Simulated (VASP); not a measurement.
The system is C.

```xyz
2
Lattice="2.1061 0.0000 0.0000 -1.0530 1.8239 0.0000 0.0000 0.0000 3.5289" Properties=species:S:1:pos:R:3 pbc="T T T"
C     0.0000    1.2159    0.8822
C     1.0530    0.6080    2.6467
```

```yaml
Program: VASP 6.6.1
Task: relaxation of cell and atoms
Functional: PBE
Potentials_or_basis: VASP PAW PBE potentials, release 64 (C)
Cutoff: 600 eV
k_mesh: 9 × 9 × 6
Occupations: gaussian, width 0.1 eV
Spin: no spin polarisation
```

At the start: pressure 4.8 GPa; volume 6.78 Å³/atom.

Q: Where does the relaxation end?

A: Over 8 steps the energy falls by 16.9 meV/atom and the volume is 7.03 Å³/atom (+3.7 %); space group P6_3/mmc (No. 194, to 0.05 Å).

The path:
```csv
step,energy change (eV),largest force (eV/Å),pressure (GPa),volume (Å³)
1,0.0000,0.0000,4.76,13.56
2,-0.0274,0.0000,1.82,13.95
3,-0.0229,0.0000,-4.44,14.51
4,-0.0322,0.0000,-2.20,14.25
5,-0.0321,0.0000,0.10,14.07
6,-0.0332,0.0000,-1.20,14.17
7,-0.0332,0.0000,-0.99,14.16
8,-0.0337,0.0000,0.07,14.06
```

Final structure:
```xyz
2
Lattice="2.0974 0.0000 0.0000 -1.0487 1.8164 0.0000 0.0000 0.0000 3.6897" Properties=species:S:1:pos:R:3 pbc="T T T"
C     0.0000    1.2109    0.9224
C     1.0487    0.6055    2.7673
```

Caveat: the k points lie up to 0.38 Å⁻¹ apart in the final cell.
